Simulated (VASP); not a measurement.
## BN: single point with PBE

BN:

```
B N
1.0
     2.58982    0.00000    0.00000
    -1.29491    2.24285    0.00000
     0.00000    0.00000    6.72741
B N
2 2
Direct
  0.33333 0.66667 0.25000
  0.66667 0.33333 0.75000
  0.33333 0.66667 0.75000
  0.66667 0.33333 0.25000
```

This cell differs from its parent crystal: volume scaled by 1.06, then relaxed in part.

```yaml
Program: VASP 6.6.1
Task: single point
Functional: PBE
Potentials_or_basis: VASP PAW PBE potentials, release 64 (B, N)
Cutoff: 520 eV
k_mesh: 13 × 13 × 5
Occupations: fermi-dirac, width 0.02 eV
Spin: no spin polarisation
Dipole_correction: no
Further_INCAR_settings: ALGO = Normal; EDIFF = 1e-06; NBANDS = 16
```

| Property | Result |
| --- | --- |
| Pressure | -17.8 GPa |
| Band gap on the k mesh | 4.12 eV, indirect (least direct gap 4.42 eV) |

Stress tensor (GPa, compression positive):
```
-27.74   0.00   0.00
  0.00 -27.74   0.00
  0.00   0.00   2.17
```

Levels at points of the mesh, in eV from the valence-band top:
| k point | band 6 | band 7 | band 8 | band 9 | band 10 | band 11 |
| --- | --- | --- | --- | --- | --- | --- |
| (0.00, 0.00, 0.00) | -1.48 | -1.44 | -1.44 | 5.08 | 9.73 | 10.46 |

Run time: 18 s on 1 thread of AMD EPYC 9R45 (Zen 5), on a shared host, peak memory 0.13 GiB.

Caveat: this functional lacks dispersion, which binds the layers, so the pressure and a relaxed spacing across them are unreliable. A k mesh can miss the band edges.
